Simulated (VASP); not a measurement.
Write the native input for VASP 6.6.1 that does the following.

| Item | Value |
| --- | --- |
| Task | single point |
| Functional | PBEsol |
| Potentials or basis | VASP PAW PBE potentials, release 64 (Si, O) |
| Cutoff | 520 eV |
| k mesh | 2 × 2 × 2 |
| Occupations | fermi-dirac, width 0.05 eV |
| Spin | collinear spin, ferromagnetic start |
| Starting moments | [0.0, 0.0, 0.0, 0.0, 0.0, 0.0, 0.0, 0.0, 0.0, 0.0, 0.0, 0.0, 0.0, 0.0, 0.0, 0.0, 1.0] μB |
| Dipole correction | no |
| Further INCAR settings | LREAL = Auto; ALGO = Normal; EDIFF = 1e-07; NBANDS = 53 |

The structure of Si16O (a cell with a defect) lies in POSCAR:

```
Si16O
1.0
    0.0000000000      5.4300000000      5.4300000000
    5.4300000000      0.0000000000      5.4300000000
    5.4300000000      5.4300000000      0.0000000000
Si O
16 1
Direct
    0.0925874770     -0.0547237569      0.0390883978
    0.1357274401      0.1280847145      0.1935174954
   -0.0269889503      0.0556261510      0.5282780847
   -0.0061694291      0.1693370166      0.7617679558
    0.0539318600      0.5033057090      0.0254235727
    0.2556169429      0.5777163904      0.1360036832
   -0.0520349908      0.5459760589      0.5490147330
    0.1250552486      0.6398618785      0.6631767956
    0.5087476980     -0.0462062615      0.0872928177
    0.6263812155      0.0712246777      0.2382596685
    0.3883609576      0.0833517495      0.5630386740
    0.5655616943      0.1006261510      0.7122467772
    0.6446961326      0.4374769797     -0.0023204420
    0.6875138122      0.5856537753      0.1785451197
    0.5203314917      0.4991160221      0.5332412523
    0.5616482505      0.7098250460      0.6478176796
    0.8719152855      0.8739042357      0.2753775322
```

These files were run (other wordings do the same):

INCAR

```
SYSTEM = Si16O
PREC = Accurate ; ENCUT = 520
EDIFF = 1E-7 ; ISMEAR = -1
SIGMA = 0.05 ; LREAL = Auto
LASPH = .True. ; NELM = 150
ALGO = Normal ; ISIF = 2
LWAVE = .False. ; LCHARG = .True.
ISPIN = 2 ; MAGMOM = 0 0 0 0 0 0 0 0 0 0 0 0 0 0 0 0 1
LORBIT = 11 ; GGA = PS
LELF = .True. ; LVHAR = .True.
NBANDS = 53
```

KPOINTS

```
regular mesh
0
Gamma
  2 2 2
  0 0 0
```

Potentials or basis: VASP PAW PBE potentials, release 64 (Si, O).

Run with:

```sh
$ cat potpaw_PBE.64/Si/POTCAR potpaw_PBE.64/O/POTCAR > POTCAR
$ mpirun -np 1 vasp_std > vasp.out
```

Results of the run:

The pressure is -2.1 GPa and the largest force is 4.690 eV/Å. The band gap on the k mesh is 0.11 eV and the net moment is 0.00 μB per cell. The valence electrons inside the program's atomic spheres are Si 1.65, 1.72, 1.66, 1.68, 1.61, 1.55, 1.63, 1.67, 1.60, 1.70, 1.64 (each value once); O 5.02.

Caveat: the k points lie up to 0.50 Å⁻¹ apart; the atoms stand as in a frame of molecular dynamics; the PAW data sets were made with another functional, which shifts forces and pressure a little.

Wall time 9.4 min on 1 thread of Intel(R) Xeon(R) Platinum 8375C CPU @ 2.90GHz (Ice Lake), on a shared host, peak memory 0.71 GiB.
